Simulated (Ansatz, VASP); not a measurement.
## ZnRe: VASP beside Ansatz

INCAR

```
ALGO = Normal ; EDIFF = 1E-6
ENCUT = 500 ; GGA = RE
GGA_COMPAT = F ; ISIF = 2
ISMEAR = -1 ; LASPH = T
LCHARG = F ; LREAL = F
LWAVE = F ; NBANDS = 20
NELM = 120 ; PREC = Accurate
SIGMA = 0.02
```

File KPOINTS:

```
k-points
0
Gamma
  8 8 5
```

POSCAR

```
ZnRe
1.0
    2.7590400000      0.0114900000     -0.0027400000
   -1.3695700000      2.3643500000     -0.0020500000
   -0.0044800000     -0.0064700000      4.5135400000
Zn Re
1 1
Direct
    0.0095578667      0.0129912173      0.0514010935
    0.3758500000      0.7058400000      0.5251400000
```

Input for Ansatz:

```yaml
crystal:
  lattice:
    - [2.75904, 0.01149, -0.00274]
    - [-1.36957, 2.36435, -0.00205]
    - [-0.00448, -0.00647, 4.51354]
  atoms:
    - { symbol: Zn, position: [0.009557866654128533, 0.012991217326995028, 0.0514010934987067] }
    - { symbol: Re, position: [0.37585, 0.70584, 0.52514] }
basis:
  ecutwfc: 540.0
  xc_grid: 2
kpoints:
  mp_grid:
    grid: [8, 8, 5]
hamiltonian:
  xc: revpbe
scf:
  convergence:
    dr2_threshold: 1.0e-09
  mixing:
    algorithm: anderson
  occupations:
    method: fermi_dirac
    width: 0.02
output:
  forces: true
  stress: true
```

Alike in both runs: task single point; functional revPBE; k mesh 8 × 8 × 5; occupations fermi-dirac, width 0.02 eV; no spin polarisation.

|  | VASP | Ansatz |
| --- | --- | --- |
| version | VASP 6.6.1 | Ansatz 0.2.0 |
| potentials or method | VASP PAW PBE potentials, release 64 (Zn, Re_sv_GW), cutoff 500 eV | plane waves, PAW |
| valence electrons in the cell | 27 | 27 |

|  | VASP | Ansatz | Ansatz less VASP |
| --- | --- | --- | --- |
| pressure (GPa) | 1.1 | 2.0 | +0.91 |
| traceless stress, the component that is largest in VASP (GPa) | 1.48 | 1.59 | +0.109 |
| rms of the force components (eV/Å) | 0.666 | 0.658 | -0.0081 |

VASP's potentials were made for PBE, not for revPBE. Atom by atom the forces differ by 0.008 eV/Å (rms over components). Ansatz's warnings: stress scf threshold loose.

Spin-orbit coupling is off throughout.
